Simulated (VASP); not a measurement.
# Sn (I4_1/amd) in VASP: a series of runs

The runs below take Sn through single point, with PBE.

All numbers are computed with VASP 6.6.1; they aren't measurements. Logs are shortened: lines on timing, memory, paths and dates and some standing lists are left out, and cuts for length are marked.

### 1 The cell of the first run

The structure is tetragonal, space group I4_1/amd (No. 141). The conventional cell has a = 4.446 Å, b = 4.446 Å, c = 6.917 Å, α = 90.00°, β = 90.00°, γ = 90.00°. Sn (site symmetry -4m2) has 4 Sn at 2.82 Å within 3.7 Å.

### 2 Single point, PBE

The input, INCAR:

```
ALGO = Fast ; EDIFF = 1E-7
ENCUT = 520 ; GGA = PE
ISIF = 2 ; ISMEAR = 0
LASPH = True ; LCHARG = False
LREAL = False ; LWAVE = False
NBANDS = 21 ; NELM = 100
PREC = Accurate ; SIGMA = 0.15
```

The input, KPOINTS:

```
k-points
0
Gamma
  14 14 14
```

The input, POSCAR:

```
Sn
1.0
    0.0000000000      3.1441078360      3.4585186196
    3.1441078360      0.0000000000      3.4585186196
    3.1441078360      3.1441078360      0.0000000000
Sn
2
Direct
    0.5000000000      0.5000000000      0.5000000000
    0.7500000000      0.7500000000      0.7500000000
```

Potentials or basis: VASP PAW PBE potentials, release 64 (Sn_d).

On the command line:

```console
cat potpaw_PBE.64/Sn_d/POTCAR > POTCAR
mpirun -np 1 vasp_std > vasp.out
```

OUTCAR:

```text
EDIFF = 1E-7
   ENCUT = 520
   GGA = PE
   ISIF = 2
   ISMEAR = 0
   LASPH = True
   LREAL = False
   NELM = 100
   PREC = Accurate

 ion  position               nearest neighbor table
   1  0.500  0.500  0.500-   2 2.82   2 2.82   2 2.82   2 2.82
   2  0.750  0.750  0.750-   1 2.82   1 2.82   1 2.82   1 2.82

  LATTYP: Found a body centered tetragonal cell.
 ALAT       =     4.4464399432
 C/A-ratio  =     1.5556349186

  Lattice vectors:

 A1 = (  -3.1441078360,   0.0000000000,   3.4585186196)
 A2 = (   3.1441078360,   0.0000000000,   3.4585186196)
 A3 = (   0.0000000000,   3.1441078360,  -3.4585186196)

Analysis of symmetry for initial positions (statically):
=====================================================================
 Subroutine PRICEL returns:
 Original cell was already a primitive cell.

 Routine SETGRP: Setting up the symmetry group for a
 body centered tetragonal supercell.

 Subroutine GETGRP returns: Found 16 space group operations
 (whereof  8 operations were pure point group operations)
 out of a pool of 16 trial point group operations.

The static configuration has the point symmetry D_2d.
 The point group associated with its full space group is D_4h.

Analysis of symmetry for dynamics (positions and initial velocities):
=====================================================================
 Subroutine PRICEL returns:
 Original cell was already a primitive cell.

 Routine SETGRP: Setting up the symmetry group for a
 body centered tetragonal supercell.

 Subroutine GETGRP returns: Found 16 space group operations
 (whereof  8 operations were pure point group operations)
 out of a pool of 16 trial point group operations.

The dynamic configuration has the point symmetry D_2d.
 The point group associated with its full space group is D_4h.

 Subroutine INISYM returns: Found 16 space group operations
 (whereof  8 operations are pure point group operations),
 and found     1 'primitive' translations

----------------------------------------------------------------------------------------

                                     Primitive cell

  volume of cell :      68.3778

  direct lattice vectors                    reciprocal lattice vectors
[... 74 lines left out ...]
   ions per type =               2
   NGX,Y,Z   is equivalent  to a cutoff of  12.80, 12.80, 13.46 a.u.
   NGXF,Y,Z  is equivalent  to a cutoff of  25.61, 25.61, 26.92 a.u.
 SYSTEM =  unknown system
   PREC   = accura    normal or accurate (medium, high low for compatibility)
   ISTART =      0    job   : 0-new  1-cont  2-samecut
   ICHARG =      2    charge: 1-file 2-atom 10-const
   ISPIN  =      1    spin polarized calculation?
   LNONCOLLINEAR =      F non collinear calculations
   LSORBIT =      F    spin-orbit coupling
   LASPH  =      T    aspherical Exc in radial PAW
   ENCUT  =  520.0 eV  38.22 Ry    6.18 a.u.   8.69  8.69  8.27*2*pi/ulx,y,z
   NELM   =    100;   NELMIN=  2; NELMDL= -5     # of ELM steps
   EDIFF  = 0.1E-06   stopping-criterion for ELM
   LREAL  =      F    real-space projection
   EDIFFG = 0.1E-05   stopping-criterion for IOM
   NSW    =      0    number of steps for IOM
   IBRION =     -1    ionic relax: 0-MD 1-quasi-New 2-CG
   NFREE  =      0    steps in history (QN), initial steepest desc. (CG)
   ISIF   =      2    stress and relaxation
   ISYM   =      2    0-nonsym 1-usesym 2-fastsym
   POTIM  = 0.5000    time-step for ionic-motion
   TEBEG  =    0.0;   TEEND  =   0.0 temperature during run
   PSTRESS=    0.0 pullay stress
   NELECT =      28.0000    total number of electrons
   NUPDOWN=      -1.0000    fix difference up-down
   EMIN   =  10.00;   EMAX   =-10.00  energy-range for DOS
   EFERMI =   0.00;   METHOD = LEGACY
   ISMEAR =     0;   SIGMA  =   0.15  broadening in eV -4-tet -1-fermi 0-gaus
   EFERMI_NEDOS =   21; number of points for ismear=-14 and -15
   IALGO  =     68    algorithm
   IMIX   =      4    mixing-type and parameters
     AMIX     =   0.40;   BMIX     =  1.00
     AMIX_MAG =   1.60;   BMIX_MAG =  1.00
  volume/ion in A,a.u.               =      34.19       230.72
  Fermi-wavevector in a.u.,A,eV,Ry     =   1.215689  2.297319 20.108049  1.477900
  Thomas-Fermi vector in A             =   2.351068
   LORBIT       =      0    0 simple, 1 ext, 2 COOP (PROOUT), +10 PAW based schemes
   GGA     = PE    functional components
   LHFCALC =     F    Hartree Fock is set to
   AEXX    =    0.0000 exact exchange contribution
   IVDW    =     0    specifies the selected vdW correction
   LEPSILON=     F    determine dielectric tensor
   LRPA    =     F    only Hartree local field effects (RPA)
 non-spin polarized calculation
 RMM-DIIS sequential band-by-band and
 Gauss-broadening in eV      SIGMA  =   0.15
  energy-cutoff  :      520.00
  volume of cell :       68.38
 maximum number of plane-waves:      1869
   NGX = 17   NGY = 17   NGZ = 17

 number of electron      27.9999996 magnetization

 Free energy of the ion-electron system (eV)
  ---------------------------------------------------
  ext. energy  EPLUGINS =         0.00000000
  ---------------------------------------------------
  free energy    TOTEN  =        -7.60301377 eV

  energy without entropy =       -7.60171132  energy(sigma->0) =       -7.60236255

 E-fermi :   5.7248     XC(G=0):  -8.8839

 val. band max:        5.7170502848   @ k =  -0.1429   0.0714   0.0000
 cond. band min:       5.8223994837   @ k =   0.2857   0.0000   0.0000
 fundamental gap:      0.1053491989
 Fermi energy:         5.7247613662

 k-point     1 :       0.0000    0.0000    0.0000
  band No.  band energies     occupation
      1     -16.0549      2.00000
      2     -16.0549      2.00000
      3     -16.0210      2.00000
      4     -15.9900      2.00000
      5     -15.9788      2.00000
      6     -15.7194      2.00000
[... 565 lines left out ...]
     20      12.9618      0.00000
     21      13.8928      0.00000

 [... further k-points ...]
[... 5 lines left out ...]
  --------------------------------------------------------------------------------------
  -------------------------------------------------------------------------------------
  Total        1.7797377      1.7797377      0.3995890      0.0000000      0.0000000      0.0000000
  in kB       41.7014923     41.7014923      9.3628733      0.0000000      0.0000000      0.0000000
  external PRESSURE =      30.9219526 kB  Pullay stress =       0.0000000 kB

 VOLUME and BASIS-vectors are now :
 -----------------------------------------------------------------------------
  energy-cutoff  :      520.00
  volume of cell :       68.38
      direct lattice vectors                 reciprocal lattice vectors
     0.000000000  3.144107836  3.458518620    -0.159027624  0.159027624  0.144570568
     3.144107836  0.000000000  3.458518620     0.159027624 -0.159027624  0.144570568
     3.144107836  3.144107836  0.000000000     0.159027624  0.159027624 -0.144570568

 POSITION                                       TOTAL-FORCE (eV/Angst)
 -----------------------------------------------------------------------------------
      3.14411      3.14411      3.45852         0.000000      0.000000     -0.000000
      4.71616      4.71616      5.18778        -0.000000     -0.000000      0.000000
 -----------------------------------------------------------------------------------
    total drift:                                0.000000      0.000000      0.000000

  FREE ENERGIE OF THE ION-ELECTRON SYSTEM (eV)
  ---------------------------------------------------
  free  energy   TOTEN  =        -7.6030137736 eV

  energy  without entropy=       -7.6017113192  energy(sigma->0) =       -7.60236255
```

OSZICAR:

```text
N       E                     dE             d eps       ncg     rms          rms(c)
DAV:   1     0.230972127090E+03    0.23097E+03   -0.14841E+04 10343   0.195E+03
DAV:   2     0.175565932215E+02   -0.21342E+03   -0.20890E+03 10303   0.449E+02
DAV:   3    -0.685764651899E+01   -0.24414E+02   -0.24284E+02 11943   0.140E+02
DAV:   4    -0.763689145786E+01   -0.77924E+00   -0.77897E+00 11691   0.284E+01
DAV:   5    -0.766359525780E+01   -0.26704E-01   -0.26703E-01 14847   0.512E+00    0.318E+00
RMM:   6    -0.762070019945E+01    0.42895E-01   -0.22755E-02 12772   0.181E+00    0.189E+00
RMM:   7    -0.760038452998E+01    0.20316E-01   -0.51605E-02 13186   0.229E+00    0.160E-01
RMM:   8    -0.760238846199E+01   -0.20039E-02   -0.88698E-03 12979   0.850E-01    0.542E-02
RMM:   9    -0.760291356701E+01   -0.52511E-03   -0.30193E-03 14550   0.551E-01    0.456E-02
RMM:  10    -0.760299928992E+01   -0.85723E-04   -0.83323E-04 14639   0.252E-01    0.129E-02
RMM:  11    -0.760301284692E+01   -0.13557E-04   -0.11838E-04 16631   0.851E-02    0.453E-03
RMM:  12    -0.760301367451E+01   -0.82759E-06   -0.12490E-05 15705   0.295E-02    0.135E-03
RMM:  13    -0.760301391369E+01   -0.23917E-06   -0.35000E-06 15674   0.132E-02    0.717E-04
RMM:  14    -0.760301376575E+01    0.14793E-06   -0.40718E-07  9325   0.506E-03    0.220E-04
RMM:  15    -0.760301377365E+01   -0.78976E-08   -0.10538E-07  6847   0.311E-03
   1 F= -.76030138E+01 E0= -.76023625E+01  d E =-.130245E-02
```

stdout:

```text
POSCAR found type information on POSCAR Sn
 POSCAR found :  1 types and       2 ions
 scaLAPACK will be used
 LDA part: xc-table for (Slater+PW92), standard interpolation
 POSCAR, INCAR and KPOINTS ok, starting setup
 FFT: planning ... GRIDC
 FFT: planning ... GRID_SOFT
 FFT: planning ... GRID
 WAVECAR not read
 entering main loop
WARNING in EDDRMM: call to ZHEGV failed, returncode =   8  4     20
WARNING in EDDRMM: call to ZHEGV failed, returncode =   8  4     18
WARNING in EDDRMM: call to ZHEGV failed, returncode =   8  4     19
WARNING in EDDRMM: call to ZHEGV failed, returncode =   8  4     19
WARNING in EDDRMM: call to ZHEGV failed, returncode =   8  4     20
 num prob  num prob  num prob  num prob WARNING in EDDRMM: call to ZHEGV failed, returncode =   8  4     21
WARNING in EDDRMM: call to ZHEGV failed, returncode =   8  4     20
WARNING in EDDRMM: call to ZHEGV failed, returncode =   8  4     20
 num prob RMM:  14    -0.760301376575E+01    0.14793E-06   -0.40718E-07  9325   0.506E-03    0.220E-04
 num prob  num prob  num prob  num prob  num prob  num prob WARNING in EDDRMM: call to ZHEGV failed, returncode =   8  4     21
 num prob WARNING in EDDRMM: call to ZHEGV failed, returncode =   8  4     19
 num prob  num prob  num prob  num prob  num prob  num prob  num prob  num prob  num prob RMM:  15    -0.760301377365E+01   -0.78976E-08   -0.10538E-07  6847   0.311E-03
```

Wall time 5.6 min (1 thread of Intel Xeon Platinum 8259CL at 2.50GHz (Skylake/Cascade Lake), shared host); peak memory 0.41 GiB.

What came out:

```
Free energy            : -7.6030 eV
Pressure               : 3.1 GPa
Band gap on the k mesh : zero (band 14 reaches 5.95 eV, above the bottom of band 15 at 5.51 eV)
```

Stress tensor (GPa, compression positive):
```
4.17 0.00 0.00
0.00 4.17 0.00
0.00 0.00 0.94
```

Caveat: spin-orbit coupling is left out, which moves the levels of the heavy elements.

### 3 Single point, PBE

This run uses another cell than the first one, of the same volume but with other edges.

The input, INCAR:

```
PREC = Accurate
ENCUT = 520
EDIFF = 1E-6
ISMEAR = 0
SIGMA = 0.15
LREAL = False
LASPH = True
NELM = 80
ALGO = Fast
ISIF = 2
LWAVE = False
LCHARG = False
GGA = PE
NBANDS = 21
```

The input, KPOINTS:

```
regular mesh
0
Gamma
  14 14 14
```

The input, POSCAR:

```
Sn
1.0
    0.0000000000      3.7467715091      2.4354014809
    3.7467715091      0.0000000000      2.4354014809
    3.7467715091      3.7467715091      0.0000000000
Sn
2
Direct
    0.5000000000      0.5000000000      0.5000000000
    0.7500000000      0.7500000000      0.7500000000
```

Potentials or basis: VASP PAW PBE potentials, release 64 (Sn_d).

On the command line:

```console
cat potpaw_PBE.64/Sn_d/POTCAR > POTCAR
mpirun -np 1 vasp_std > vasp.out
```

Wall time 4.5 min (1 thread of Intel Xeon Platinum 8259CL at 2.50GHz (Skylake/Cascade Lake), shared host); peak memory 0.42 GiB.

The run converged. Its results:

* Free energy: -7.3404 eV
* Pressure: 0.2 GPa
* Band gap on the k mesh: zero (band 14 reaches 6.37 eV, above the bottom of band 15 at 4.41 eV)

Stress tensor (GPa, compression positive):
```
-0.61  0.00  0.00
 0.00 -0.61  0.00
 0.00  0.00  1.72
```

Levels at points of the mesh, in eV from the Fermi level:
| k point | band 12 | band 13 | band 14 | band 15 | band 16 | band 17 |
| --- | --- | --- | --- | --- | --- | --- |
| (0.00, 0.00, 0.00) | -1.32 | -0.40 | -0.40 | 1.69 | 2.06 | 3.76 |
| (0.50, 0.00, 0.00) | -5.93 | -1.74 | -0.96 | -0.16 | 2.58 | 3.91 |
| (0.50, 0.50, 0.00) | -6.40 | -3.30 | -3.30 | 0.16 | 0.16 | 8.09 |
| (0.50, 0.00, 0.50) | -7.55 | -0.81 | -0.81 | 2.14 | 2.14 | 4.91 |

Caveat: spin-orbit coupling is left out, which moves the levels of the heavy elements.

### 4 Single point, PBE

This run uses another cell than the first one, of the same volume but with other edges.

The input, INCAR:

```
SYSTEM = Sn
ALGO = Fast ; EDIFF = 1E-6
ENCUT = 520 ; GGA = PE
ISIF = 2 ; ISMEAR = 0
LASPH = .TRUE. ; LCHARG = .FALSE.
LREAL = .FALSE. ; LWAVE = .FALSE.
NBANDS = 21 ; NELM = 60
PREC = Accurate ; SIGMA = 0.15
```

The input, KPOINTS:

```
k-points
0
G
  14 14 14
  0 0 0
```

The input, POSCAR:

```
Sn
1.0
    0.0000000000      2.8352927563      4.2529391345
    2.8352927563      0.0000000000      4.2529391345
    2.8352927563      2.8352927563      0.0000000000
Sn
2
Direct
    0.5000000000      0.5000000000      0.5000000000
    0.7500000000      0.7500000000      0.7500000000
```

On the command line:

```console
cat potpaw_PBE.64/Sn_d/POTCAR > POTCAR
mpirun -np 1 vasp_std > vasp.out
```

It took 4.6 min on 1 thread of Intel Xeon Platinum 8259CL at 2.50GHz (Skylake/Cascade Lake), shared host; peak memory 0.41 GiB.

Results (log left out):

| Item | Value |
| --- | --- |
| Free energy | -7.0785 eV |
| Pressure | 1.8 GPa |
| Band gap on the k mesh | zero (band 14 reaches 7.03 eV, above the bottom of band 15 at 5.41 eV) |

Stress tensor (GPa, compression positive):
```
 2.82  0.00  0.00
 0.00  2.82  0.00
 0.00  0.00 -0.29
```

Levels at points of the mesh, in eV from the Fermi level:
```csv
k point,band 12,band 13,band 14,band 15,band 16,band 17
"(0.00, 0.00, 0.00)",-2.37,-2.23,1.34,1.34,2.26,2.26
"(0.50, 0.00, 0.00)",-6.25,-2.46,-1.51,0.90,4.21,4.23
"(0.50, 0.50, 0.00)",-8.35,-0.55,-0.55,2.73,2.73,6.63
"(0.50, 0.00, 0.50)",-6.78,-2.73,-2.73,-0.01,-0.01,4.68
```

Caveat: spin-orbit coupling is left out, which moves the levels of the heavy elements.

### 5 The runs side by side

```csv
cell,further INCAR settings,gap on the mesh (eV),pressure (GPa)
"a = 4.674, b = 4.674, c = 4.446 Å, angles 61.6, 61.6, 56.8°, 2 atoms",ALGO = Fast; EDIFF = 1e-07; NBANDS = 21,none,3.1
"a = 4.469, b = 4.469, c = 5.299 Å, angles 53.6, 53.6, 72.7°, 2 atoms",ALGO = Fast; EDIFF = 1e-06; NBANDS = 21,none,0.2
"a = 5.111, b = 5.111, c = 4.010 Å, angles 66.9, 66.9, 46.2°, 2 atoms",ALGO = Fast; EDIFF = 1e-06; NBANDS = 21,none,1.8
```

Alike in all rows: task single point; level PBE; potentials or basis VASP PAW PBE potentials, release 64 (Sn_d); no spin polarisation; k mesh 14 × 14 × 14; cutoff (eV) 520; smearing gaussian 0.15 eV.

Caveats: spin-orbit coupling is left out, which moves the levels of the heavy elements.

Absolute energies hang on the potentials; compare differences alone.
